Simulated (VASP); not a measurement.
# CdSe (F-43m) in VASP: a series of runs

The runs below take CdSe through single point, with PBE.

Program: VASP 6.6.1. These are calculated values, not measurements. Logs are shortened: lines on timing, memory, paths and dates and some standing lists are left out, and cuts for length are marked.

## Step 1: The cell of the first run

The structure is cubic, space group F-43m (No. 216). The conventional cell has a = 6.015 Å, b = 6.015 Å, c = 6.015 Å, α = 90.00°, β = 90.00°, γ = 90.00°. Cd (site symmetry -43m) has 4 Se at 2.60 Å within 3.4 Å. Within 3.4 Å of Se (site symmetry -43m) lie 4 Cd at 2.60 Å.

## Step 2: Single point, PBE (volume scaled by 0.94)

INCAR reads:

```
PREC = Accurate
ENCUT = 520
EDIFF = 1E-6
ISMEAR = -1
SIGMA = 0.03
LREAL = False
LASPH = True
NELM = 60
ALGO = Normal
ISIF = 2
LWAVE = False
LCHARG = False
GGA = PE
NBANDS = 16
```

KPOINTS reads:

```
Automatic mesh
0
Gamma
  8 8 8
```

POSCAR reads:

```
CdSe
1.0
    0.0000000000      3.0075950161      3.0075950161
    3.0075950161      0.0000000000      3.0075950161
    3.0075950161      3.0075950161      0.0000000000
Cd Se
1 1
Direct
    0.0000000000      0.0000000000      0.0000000000
    0.2500000000      0.2500000000      0.2500000000
```

Potentials or basis: VASP PAW PBE potentials, release 64 (Cd, Se).

Run with:

```bash
cat potpaw_PBE.64/Cd/POTCAR potpaw_PBE.64/Se/POTCAR > POTCAR
mpirun -np 1 vasp_std > vasp.out
```

OUTCAR:

```text
PREC = Accurate
   ENCUT = 520
   EDIFF = 1E-6
   ISMEAR = -1
   LREAL = False
   LASPH = True
   NELM = 60
   ISIF = 2
   GGA = PE

 ion  position               nearest neighbor table
   1  0.000  0.000  0.000-   2 2.60   2 2.60   2 2.60   2 2.60
   2  0.250  0.250  0.250-   1 2.60   1 2.60   1 2.60   1 2.60

  LATTYP: Found a face centered cubic cell.
 ALAT       =     6.0151900322

  Lattice vectors:

 A1 = (   0.0000000000,   3.0075950161,   3.0075950161)
 A2 = (   3.0075950161,   0.0000000000,   3.0075950161)
 A3 = (   3.0075950161,   3.0075950161,   0.0000000000)

Analysis of symmetry for initial positions (statically):
=====================================================================
 Subroutine PRICEL returns:
 Original cell was already a primitive cell.

 Routine SETGRP: Setting up the symmetry group for a
 face centered cubic supercell.

 Subroutine GETGRP returns: Found 24 space group operations
 (whereof 24 operations were pure point group operations)
 out of a pool of 48 trial point group operations.

The static configuration has the point symmetry T_d .

Analysis of symmetry for dynamics (positions and initial velocities):
=====================================================================
 Subroutine PRICEL returns:
 Original cell was already a primitive cell.

 Routine SETGRP: Setting up the symmetry group for a
 face centered cubic supercell.

 Subroutine GETGRP returns: Found 24 space group operations
 (whereof 24 operations were pure point group operations)
 out of a pool of 48 trial point group operations.

The dynamic configuration has the point symmetry T_d .

 Subroutine INISYM returns: Found 24 space group operations
 (whereof 24 operations are pure point group operations),
 and found     1 'primitive' translations

----------------------------------------------------------------------------------------

                                     Primitive cell

  volume of cell :      54.4112

  direct lattice vectors                    reciprocal lattice vectors
     0.000000000  3.007595016  3.007595016    -0.166245787  0.166245787  0.166245787
     3.007595016  0.000000000  3.007595016     0.166245787 -0.166245787  0.166245787
     3.007595016  3.007595016  0.000000000     0.166245787  0.166245787 -0.166245787

  length of vectors
     4.253381662  4.253381662  4.253381662     0.287946149  0.287946149  0.287946149

  position of ions in fractional coordinates (direct lattice)
     0.000000000  0.000000000  0.000000000
     0.250000000  0.250000000  0.250000000

  ion indices of the primitive-cell ions
   primitive index   ion index
                 1           1
                 2           2

----------------------------------------------------------------------------------------

 KPOINTS: Automatic mesh

Automatic generation of k-mesh.
 Grid dimensions read from file:
 generate k-points for:    8    8    8

 Generating k-lattice:

  Cartesian coordinates                     Fractional coordinates (reciprocal lattice)
    -0.020780723  0.020780723  0.020780723     0.125000000  0.000000000  0.000000000
     0.020780723 -0.020780723  0.020780723     0.000000000  0.125000000  0.000000000
     0.020780723  0.020780723 -0.020780723     0.000000000  0.000000000  0.125000000

  Length of vectors
     0.035993269  0.035993269  0.035993269

  Shift w.r.t. Gamma in fractional coordinates (k-lattice)
     0.000000000  0.000000000  0.000000000

 Subroutine IBZKPT returns following result:
 ===========================================

 Found     29 irreducible k-points:

 Following reciprocal coordinates:
            Coordinates               Weight
  0.000000  0.000000  0.000000      1.000000
  0.125000  0.000000  0.000000      8.000000
  0.250000  0.000000  0.000000      8.000000
  0.375000  0.000000  0.000000      8.000000
  0.500000  0.000000  0.000000      4.000000
  0.125000  0.125000  0.000000      6.000000
[... 16 lines left out ...]
  0.500000  0.250000  0.125000     48.000000
 -0.375000  0.250000  0.125000     24.000000
 [... further k-points ...]
   k-points           NKPTS =     29   k-points in BZ     NKDIM =     29   number of bands    NBANDS=     16
   number of dos      NEDOS =    301   number of ions     NIONS =      2
   total plane-waves  NPLWV =  32768
   dimension x,y,z NGX =    32 NGY =   32 NGZ =   32
   dimension x,y,z NGXF=    64 NGYF=   64 NGZF=   64
   ions per type =               1   1
   NGX,Y,Z   is equivalent  to a cutoff of  12.51, 12.51, 12.51 a.u.
   NGXF,Y,Z  is equivalent  to a cutoff of  25.01, 25.01, 25.01 a.u.
 SYSTEM =  unknown system
   PREC   = accura    normal or accurate (medium, high low for compatibility)
   ISTART =      0    job   : 0-new  1-cont  2-samecut
   ICHARG =      2    charge: 1-file 2-atom 10-const
   ISPIN  =      1    spin polarized calculation?
   LNONCOLLINEAR =      F non collinear calculations
   LSORBIT =      F    spin-orbit coupling
   LASPH  =      T    aspherical Exc in radial PAW
   ENCUT  =  520.0 eV  38.22 Ry    6.18 a.u.   7.91  7.91  7.91*2*pi/ulx,y,z
   NELM   =     60;   NELMIN=  2; NELMDL= -5     # of ELM steps
   EDIFF  = 0.1E-05   stopping-criterion for ELM
   LREAL  =      F    real-space projection
   EDIFFG = 0.1E-04   stopping-criterion for IOM
   NSW    =      0    number of steps for IOM
   IBRION =     -1    ionic relax: 0-MD 1-quasi-New 2-CG
   NFREE  =      0    steps in history (QN), initial steepest desc. (CG)
   ISIF   =      2    stress and relaxation
   ISYM   =      2    0-nonsym 1-usesym 2-fastsym
   POTIM  = 0.5000    time-step for ionic-motion
   TEBEG  =    0.0;   TEEND  =   0.0 temperature during run
   PSTRESS=    0.0 pullay stress
   NELECT =      18.0000    total number of electrons
   NUPDOWN=      -1.0000    fix difference up-down
   EMIN   =  10.00;   EMAX   =-10.00  energy-range for DOS
   EFERMI =   0.00;   METHOD = LEGACY
   ISMEAR =    -1;   SIGMA  =   0.03  broadening in eV -4-tet -1-fermi 0-gaus
   EFERMI_NEDOS =   21; number of points for ismear=-14 and -15
   IALGO  =     38    algorithm
   IMIX   =      4    mixing-type and parameters
     AMIX     =   0.40;   BMIX     =  1.00
     AMIX_MAG =   1.60;   BMIX_MAG =  1.00
  volume/ion in A,a.u.               =      27.21       183.59
  Fermi-wavevector in a.u.,A,eV,Ry     =   1.132234  2.139613 17.442050  1.281955
  Thomas-Fermi vector in A             =   2.268935
   LORBIT       =      0    0 simple, 1 ext, 2 COOP (PROOUT), +10 PAW based schemes
   GGA     = PE    functional components
   LHFCALC =     F    Hartree Fock is set to
   AEXX    =    0.0000 exact exchange contribution
   IVDW    =     0    specifies the selected vdW correction
   LEPSILON=     F    determine dielectric tensor
   LRPA    =     F    only Hartree local field effects (RPA)
 non-spin polarized calculation
  energy-cutoff  :      520.00
  volume of cell :       54.41
 maximum number of plane-waves:      1477
   NGX = 15   NGY = 15   NGZ = 15

 number of electron      17.9999992 magnetization

 Free energy of the ion-electron system (eV)
  ---------------------------------------------------
  ext. energy  EPLUGINS =         0.00000000
  ---------------------------------------------------
  free energy    TOTEN  =        -5.41851440 eV

  energy without entropy =       -5.41851433  energy(sigma->0) =       -5.41851437

 E-fermi :   1.5705     XC(G=0):  -9.0388

 val. band max:        1.2140449686   @ k =   0.0000   0.0000   0.0000
 cond. band min:       1.8920423017   @ k =   0.0000   0.0000   0.0000
 fundamental gap:      0.6779973331
 Fermi energy:         1.5705039882

 k-point     1 :       0.0000    0.0000    0.0000
  band No.  band energies     occupation
      1     -11.5739      2.00000
      2      -6.8410      2.00000
      3      -6.8410      2.00000
      4      -6.8410      2.00000
      5      -6.4290      2.00000
      6      -6.4290      2.00000
[... 8 lines left out ...]
     15      12.3899      0.00000
     16      12.3899      0.00000

 k-point     2 :       0.1250    0.0000    0.0000
  band No.  band energies     occupation
      1     -11.5159      2.00000
      2      -6.8222      2.00000
      3      -6.8222      2.00000
      4      -6.7915      2.00000
      5      -6.4301      2.00000
      6      -6.4301      2.00000
[... 8 lines left out ...]
     15      11.5893      0.00000
     16      11.8392      0.00000

 k-point     3 :       0.2500    0.0000    0.0000
  band No.  band energies     occupation
      1     -11.3742      2.00000
      2      -6.7810      2.00000
      3      -6.7810      2.00000
      4      -6.6190      2.00000
      5      -6.4269      2.00000
      6      -6.4269      2.00000
[... 8 lines left out ...]
     15      11.3428      0.00000
     16      11.4027      0.00000

 k-point     4 :       0.3750    0.0000    0.0000
  band No.  band energies     occupation
      1     -11.2307      2.00000
      2      -6.7484      2.00000
      3      -6.7484      2.00000
      4      -6.4127      2.00000
      5      -6.4127      2.00000
      6      -6.3153      2.00000
[... 8 lines left out ...]
     15      12.2611      0.00000
     16      12.2611      0.00000

 k-point     5 :       0.5000    0.0000    0.0000
  band No.  band energies     occupation
      1     -11.1709      2.00000
      2      -6.7381      2.00000
      3      -6.7381      2.00000
      4      -6.4030      2.00000
      5      -6.4030      2.00000
      6      -6.1078      2.00000
[... 8 lines left out ...]
     15      13.4755      0.00000
     16      13.4755      0.00000

 k-point     6 :       0.1250    0.1250    0.0000
  band No.  band energies     occupation
      1     -11.4967      2.00000
      2      -6.8040      2.00000
      3      -6.8040      2.00000
      4      -6.7990      2.00000
      5      -6.4417      2.00000
      6      -6.4196      2.00000
[... 8 lines left out ...]
     15      12.3813      0.00000
     16      12.5215      0.00000
[... 267 lines left out ...]
 k-point    21 :       0.5000    0.5000    0.0000
  band No.  band energies     occupation
      1     -11.0442      2.00000
      2      -6.6401      2.00000
      3      -6.5524      2.00000
      4      -6.5524      2.00000
      5      -6.3643      2.00000
      6      -6.0387      2.00000
[... 8 lines left out ...]
     15      13.6679      0.00000
     16      14.7097      0.00000

 k-point    22 :       0.3750    0.2500    0.1250
  band No.  band energies     occupation
      1     -11.2693      2.00000
      2      -6.7363      2.00000
      3      -6.7144      2.00000
      4      -6.5609      2.00000
      5      -6.4216      2.00000
      6      -6.3805      2.00000
[... 8 lines left out ...]
     15      12.8581      0.00000
     16      14.1177      0.00000

 k-point    23 :       0.5000    0.2500    0.1250
  band No.  band energies     occupation
      1     -11.1554      2.00000
      2      -6.7047      2.00000
      3      -6.6850      2.00000
      4      -6.4823      2.00000
      5      -6.4052      2.00000
      6      -6.1766      2.00000
[... 8 lines left out ...]
     15      13.2588      0.00000
     16      13.9494      0.00000

 k-point    24 :      -0.3750    0.2500    0.1250
  band No.  band energies     occupation
      1     -11.1085      2.00000
      2      -6.6993      2.00000
      3      -6.6713      2.00000
      4      -6.4517      2.00000
      5      -6.4115      2.00000
      6      -6.0123      2.00000
[... 8 lines left out ...]
     15      12.9901      0.00000
     16      13.9797      0.00000

 [... further k-points ...]
[... 5 lines left out ...]
  --------------------------------------------------------------------------------------
  -------------------------------------------------------------------------------------
  Total        1.7949056      1.7949056      1.7949056      0.0000000      0.0000000     -0.0000000
  in kB       52.8523283     52.8523283     52.8523283      0.0000000      0.0000000     -0.0000000
  external PRESSURE =      52.8523283 kB  Pullay stress =       0.0000000 kB

 VOLUME and BASIS-vectors are now :
 -----------------------------------------------------------------------------
  energy-cutoff  :      520.00
  volume of cell :       54.41
      direct lattice vectors                 reciprocal lattice vectors
     0.000000000  3.007595016  3.007595016    -0.166245787  0.166245787  0.166245787
     3.007595016  0.000000000  3.007595016     0.166245787 -0.166245787  0.166245787
     3.007595016  3.007595016  0.000000000     0.166245787  0.166245787 -0.166245787

 POSITION                                       TOTAL-FORCE (eV/Angst)
 -----------------------------------------------------------------------------------
      0.00000      0.00000      0.00000         0.000000      0.000000      0.000000
      1.50380      1.50380      1.50380        -0.000000     -0.000000     -0.000000
 -----------------------------------------------------------------------------------
    total drift:                               -0.000000     -0.000000     -0.000000

  FREE ENERGIE OF THE ION-ELECTRON SYSTEM (eV)
  ---------------------------------------------------
  free  energy   TOTEN  =        -5.4185143995 eV

  energy  without entropy=       -5.4185143349  energy(sigma->0) =       -5.41851437
```

Wall time 8 s (1 thread of Intel Xeon 6975P-C (Granite Rapids), shared host); peak memory 0.18 GiB.

Results:

```yaml
Free_energy: -5.4185 eV
Pressure: 5.3 GPa
Band_gap_on_the_k_mesh: 0.68 eV, direct
```

## Step 3: Single point, PBE (volume scaled by 0.9405)

INCAR reads:

```
PREC = Accurate
ENCUT = 520
EDIFF = 1E-7
ISMEAR = -1
SIGMA = 0.03
LREAL = F
LASPH = T
NELM = 80
ALGO = Normal
ISIF = 2
LWAVE = F
LCHARG = F
GGA = PE
NBANDS = 16
```

KPOINTS is that of step 2.

POSCAR reads:

```
CdSe
1.0
    0.0000000000      3.0081281831      3.0081281831
    3.0081281831      0.0000000000      3.0081281831
    3.0081281831      3.0081281831      0.0000000000
Cd Se
1 1
Direct
    0.0000000000      0.0000000000      0.0000000000
    0.2500000000      0.2500000000      0.2500000000
```

Potentials or basis: VASP PAW PBE potentials, release 64 (Cd, Se).

Run with:

```bash
cat potpaw_PBE.64/Cd/POTCAR potpaw_PBE.64/Se/POTCAR > POTCAR
mpirun -np 1 vasp_std > vasp.out
```

It took 8.9 s on 1 thread of Intel Xeon 6975P-C (Granite Rapids), shared host; peak memory 0.18 GiB.

It converged, with:

| Property | Result |
| --- | --- |
| Free energy | -5.4195 eV |
| Pressure | 5.2 GPa |
| Band gap on the k mesh | 0.68 eV, direct |

Levels at points of the mesh, in eV from the valence-band top:
```
           k point  band 6  band 7  band 8  band 9  band 10  band 11  band 12  band 13
(0.00, 0.00, 0.00)   -7.64    0.00    0.00    0.00     0.68     5.93     5.93     5.93
(0.50, 0.00, 0.00)   -7.32   -4.59   -0.80   -0.80     2.43     6.45     6.45     7.51
(0.50, 0.50, 0.00)   -7.25   -4.23   -1.97   -1.97     3.08     3.79     9.28    10.41
```

## Step 4: Single point, PBE (volume scaled by 0.96)

INCAR reads:

```
PREC     = Accurate       # precision mode
ENCUT    = 520            # plane-wave cutoff, eV
EDIFF    = 1E-6           # SCF threshold, eV
ISMEAR   = -1             # smearing method
SIGMA    = 0.03           # smearing width, eV
LREAL    = False          # projectors in reciprocal space
LASPH    = True           # aspherical terms in the spheres
NELM     = 100            # most SCF steps
ALGO     = Normal         # electronic algorithm
ISIF     = 2              # what is computed and relaxed
LWAVE    = False          # write WAVECAR
LCHARG   = False          # write CHGCAR
GGA      = PE             # functional
NBANDS   = 16             # bands
```

KPOINTS is that of step 3.

POSCAR reads:

```
CdSe
1.0
    0.0000000000      3.0287759606      3.0287759606
    3.0287759606      0.0000000000      3.0287759606
    3.0287759606      3.0287759606      0.0000000000
Cd Se
1 1
Direct
    0.0000000000      0.0000000000      0.0000000000
    0.2500000000      0.2500000000      0.2500000000
```

Run with:

```bash
cat potpaw_PBE.64/Cd/POTCAR potpaw_PBE.64/Se/POTCAR > POTCAR
mpirun -np 1 vasp_std > vasp.out
```

Wall time 8 s (1 thread of Intel Xeon 6975P-C (Granite Rapids), shared host); peak memory 0.18 GiB.

The run converged. Its results:

```
Free energy            : -5.4516 eV
Pressure               : 3.9 GPa
Band gap on the k mesh : 0.63 eV, direct
```

Levels at points of the mesh, in eV from the valence-band top:
| k point | band 5 | band 6 | band 7 | band 8 | band 9 | band 10 | band 11 | band 12 | band 13 | band 14 |
| --- | --- | --- | --- | --- | --- | --- | --- | --- | --- | --- |
| (0.00, 0.00, 0.00) | -7.59 | -7.59 | 0.00 | 0.00 | 0.00 | 0.63 | 5.94 | 5.94 | 5.94 | 9.84 |
| (0.50, 0.00, 0.00) | -7.57 | -7.29 | -4.46 | -0.77 | -0.77 | 2.41 | 6.45 | 6.45 | 7.46 | 10.09 |
| (0.50, 0.50, 0.00) | -7.53 | -7.22 | -4.14 | -1.90 | -1.90 | 3.11 | 3.77 | 9.18 | 10.29 | 10.29 |

## Step 5: The runs side by side

```csv
cell,gap on the mesh (eV),pressure (GPa)
"a = 4.253 Å, angles 60.0°, 2 atoms",0.68,5.3
"a = 4.254 Å, angles 60.0°, 2 atoms",0.68,5.2
"a = 4.283 Å, angles 60.0°, 2 atoms",0.63,3.9
```

Alike in all rows: task single point; level PBE; potentials or basis VASP PAW PBE potentials, release 64 (Cd, Se); no spin polarisation; k mesh 8 × 8 × 8; cutoff (eV) 520; smearing fermi-dirac 0.03 eV.

Absolute energies hang on the potentials; compare differences alone.
